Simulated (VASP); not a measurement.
Set up this calculation in VASP 6.6.1, as the native input.

```yaml
Task: single point
Functional: PBEsol
Potentials_or_basis: VASP PAW PBE potentials, release 64 (Pb_d, Se)
Cutoff: 520 eV
k_mesh: 7 × 7 × 7
Occupations: fermi-dirac, width 0.02 eV
Spin: no spin polarisation
Dipole_correction: no
Further_INCAR_settings: ALGO = Normal; EDIFF = 1e-06; NBANDS = 17
```

The structure of PbSe lies in POSCAR:

```
PbSe
1.0
    0.0000000000      2.9996396028      2.9996396028
    2.9996396028      0.0000000000      2.9996396028
    2.9996396028      2.9996396028      0.0000000000
Pb Se
1 1
Direct
    0.0000000000      0.0000000000      0.0000000000
    0.5000000000      0.5000000000      0.5000000000
```

This cell differs from its parent crystal: volume scaled by 0.94.

The input as run:

INCAR

```
  PREC = Accurate
  ENCUT = 520
  EDIFF = 1E-6
  ISMEAR = -1
  SIGMA = 0.02
  LREAL = F
  LASPH = T
  NELM = 100
  ALGO = Normal
  ISIF = 2
  LWAVE = F
  LCHARG = F
  GGA = PS
  NBANDS = 17
```

KPOINTS

```
Automatic mesh
0
Gamma
  7 7 7
```

Potentials or basis: VASP PAW PBE potentials, release 64 (Pb_d, Se).

Run with:

```bash
$ cat potpaw_PBE.64/Pb_d/POTCAR potpaw_PBE.64/Se/POTCAR > POTCAR
$ mpirun -np 1 vasp_std > vasp.out
```

It gave:

- Pressure: 3.0 GPa

Caveat: the PAW data sets were made with another functional, which shifts forces and pressure a little.

It took 17 s on 1 thread of AMD EPYC 7R13 (shared host), peak memory 0.18 GiB.
